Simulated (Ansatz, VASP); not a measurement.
**CdO2: VASP beside Ansatz**

Contents of INCAR:

```
SYSTEM = CdO2
PREC = Accurate
ENCUT = 700
EDIFF = 1E-6
ISMEAR = -1
SIGMA = 0.1
LREAL = .False.
LASPH = .True.
NELM = 120
ALGO = Normal
ISIF = 2
LWAVE = .False.
LCHARG = .False.
GGA = PS
NBANDS = 23
GGA_COMPAT = .False.
```

KPOINTS

```
Automatic mesh
0
Gamma
  7 7 6
  0 0 0
```

File POSCAR:

```
CdO2
1.0
    3.4762295800      0.0000000000      0.0000000000
   -1.7381147900      3.0105031257      0.0000000000
    0.0000000000      0.0000000000      4.1480760000
Cd O
1 2
Direct
    0.0000000000      0.0000000000      0.0000000000
    0.6666666667      0.3333333333      0.7557810000
    0.3333333333      0.6666666667      0.2442190000
```

Input for Ansatz:

```yaml
crystal:
  lattice:
    a: 3.47622958
    b: 3.47622958
    c: 4.148076
    alpha: 90.0
    beta: 90.0
    gamma: 120.0
  space_group: 164
  atoms:
    - { symbol: Cd, position: [0.0, 0.0, 0.0] }
    - { symbol: O, position: [0.6666666666666666, 0.3333333333333333, 0.755781] }
kpoints:
  mp_grid:
    grid: [7, 7, 6]
hamiltonian:
  xc: pbesol
scf:
  occupations:
    method: fermi_dirac
    width: 0.1
output:
  forces: true
  stress: true
```

Alike in both runs: task single point; functional PBEsol; k mesh 7 × 7 × 6; occupations fermi-dirac, width 0.1 eV; no spin polarisation.

```csv
,VASP,Ansatz
version,VASP 6.6.1,Ansatz 0.2.0
potentials or method,"VASP PAW PBE potentials, release 64 (Cd_sv_GW, O)","plane waves, PAW"
plane-wave cutoff (eV),700,420
valence electrons in the cell,32,32
```

Ansatz gave:

- pressure (GPa): -10.2
- traceless stress, the component that is largest in VASP (GPa): 1.57
- rms of the force components (eV/Å): 0.163

Q: What did VASP give for the same quantities?

A: Pressure (GPa): -10.3; traceless stress, the component that is largest in VASP (GPa): 1.45; rms of the force components (eV/Å): 0.158.

VASP's potentials were made for PBE, not for PBEsol. Atom by atom the forces differ by 0.005 eV/Å (rms over components).
